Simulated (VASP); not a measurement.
# HfB2: relaxation of shape and atoms at fixed volume with PBE

Crystal: HfB2.

```xyz
3
Lattice="3.1133 0.0000 0.0000 -1.5566 2.6962 0.0000 0.0000 0.0000 3.4521" Properties=species:S:1:pos:R:3 pbc="T T T"
Hf    0.0000    0.0000    0.0000
B     0.0000    1.7975    1.7260
B     1.5566    0.8987    1.7260
```

```json
{"Program": "VASP 6.6.1", "Task": "relaxation of shape and atoms at fixed volume", "Functional": "PBE", "Potentials or basis": "VASP PAW PBE potentials, release 64 (Hf_pv, B)", "Cutoff": "600 eV", "k mesh": "15 × 15 × 12", "Occupations": "gaussian, width 0.1 eV", "Spin": "no spin polarisation", "Dipole correction": "no", "Further INCAR settings": "ALGO = Normal; EDIFF = 1e-07; IBRION = 2; EDIFFG = -0.01; NSW = 50; ISIF = 4"}
```

- Energy gained by relaxing: 0.0 meV/atom
- Ionic steps: 2
- Pressure after relaxing: 7.7 GPa
- Band gap on the k mesh: zero (bands 8 and 9 overlap by 1.05 eV)

Final structure:
```
Hf B
1.0
     3.11508    0.00000    0.00000
    -1.55754    2.69774    0.00000
     0.00000    0.00000    3.44811
Hf B
1 2
Direct
  0.00000 0.00000 0.00000
  0.33333 0.66667 0.50000
  0.66667 0.33333 0.50000
```

Levels at points of the mesh, in eV from the Fermi level:
| k point | band 4 | band 5 | band 6 | band 7 | band 8 | band 9 | band 10 | band 11 | band 12 |
| --- | --- | --- | --- | --- | --- | --- | --- | --- | --- |
| (0.00, 0.00, 0.00) | -13.93 | -3.09 | -2.99 | -2.99 | -2.79 | 4.13 | 4.13 | 4.78 | 4.78 |
| (0.00, 0.00, 0.50) | -11.41 | -8.49 | -1.24 | -1.24 | 0.28 | 0.28 | 1.00 | 1.00 | 2.30 |

Wall time 62 s on 1 thread of Intel(R) Xeon(R) Platinum 8488C (Sapphire Rapids) (shared host), peak memory 0.23 GiB.

Caveat: spin-orbit coupling is left out, which moves the levels of the heavy elements.
